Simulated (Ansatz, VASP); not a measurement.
# CuO in VASP and in Ansatz

File POSCAR:

```
CuO
1.0
    2.3418500000     -1.7113000000      0.0000000000
    2.3418500000      1.7113000000      0.0000000000
   -0.8500274268      0.0000000000      5.0578693947
Cu O
2 2
Direct
    0.5000000000      0.0000000000      0.5000000000
    0.0000000000      0.5000000000      0.0000000000
    0.4184000000      0.5816000000      0.7500000000
    0.5816000000      0.4184000000      0.2500000000
```

Contents of INCAR.step1:

```
PREC = Accurate
ENCUT = 520
EDIFF = 1E-5
ISMEAR = -1
SIGMA = 0.05
LREAL = False
LASPH = True
NELM = 80
ALGO = Normal
ISIF = 2
LWAVE = True
LCHARG = False
NBANDS = 25
GGA = PE
```

File INCAR.step2:

```
PREC = Accurate
ENCUT = 520
EDIFF = 1E-7
ISMEAR = -1
SIGMA = 0.05
LREAL = False
LASPH = True
NELM = 80
ALGO = Normal
ISIF = 2
LWAVE = False
LCHARG = False
GGA = PE
LHFCALC = True
AEXX = 0.4
HFSCREEN = 0.2
PRECFOCK = Normal
NBANDS = 25
ISTART = 1
```

Contents of KPOINTS:

```
Automatic mesh
0
Gamma
  5 5 3
```

Contents of input.yaml:

```yaml
crystal:
  lattice:
    - [2.34185, -1.7113, 0.0]
    - [2.34185, 1.7113, 0.0]
    - [-0.8500274268, 0.0, 5.0578693947]
  atoms:
    - { symbol: Cu, position: [0.5, 0.0, 0.5] }
    - { symbol: Cu, position: [0.0, 0.5, 0.0] }
    - { symbol: O, position: [0.4184, 0.5816, 0.75] }
    - { symbol: O, position: [0.5816, 0.4184, 0.25] }
hamiltonian:
  xc: { exchange: pbe, correlation: pbe, exx: { coeff: 0.4, omega: 0.2 } }
  pseudopotentials: { kind: paw }
kpoints:
  mp_grid: { grid: [5, 5, 3] }
scf:
  occupations: { method: fermi_dirac, width: 0.05 }
output:
  forces: true
  stress: true
  eigenvalues: true
  write_density: true
  write_potential: true
  elf: true
  volumetric_format: npy
```

Alike in both runs: task single point; functional PBE-based screened hybrid with a share of 0.4 of exact exchange and HFSCREEN = 0.2; k mesh 5 × 5 × 3; occupations fermi-dirac, width 0.05 eV; no spin polarisation.

|  | VASP | Ansatz |
| --- | --- | --- |
| version | VASP 6.6.1 | Ansatz 0.2.0 |
| potentials or method | VASP PAW PBE potentials, release 64 (Cu, O) | Ansatz PAW |
| plane-wave cutoff (eV) | 520 | 420 |
| valence electrons in the cell | 34 | 50 |

```csv
,VASP,Ansatz,Ansatz less VASP
gap on the k mesh at the Fermi level (eV),none,none,-
pressure (GPa),-2.1,-3.2,-1.07
"traceless stress, the component that is largest in VASP (GPa)",-1.18,-1.52,-0.346
rms of the force components (eV/Å),0.097,0.111,+0.0139
```

VASP's potentials were made for PBE, not for PBE-based screened hybrid. Atom by atom the forces differ by 0.014 eV/Å (rms over components). A gap of «none» marks a metal or a gap that the smearing closes. With one functional, cell and mesh, what is left measures potentials, basis and numerics. VASP's potentials hold 34 valence electrons a cell and Ansatz's 50, so a difference there can come from the potentials and not from the codes.

The k mesh is coarse, so the values compare programs but aren't converged.
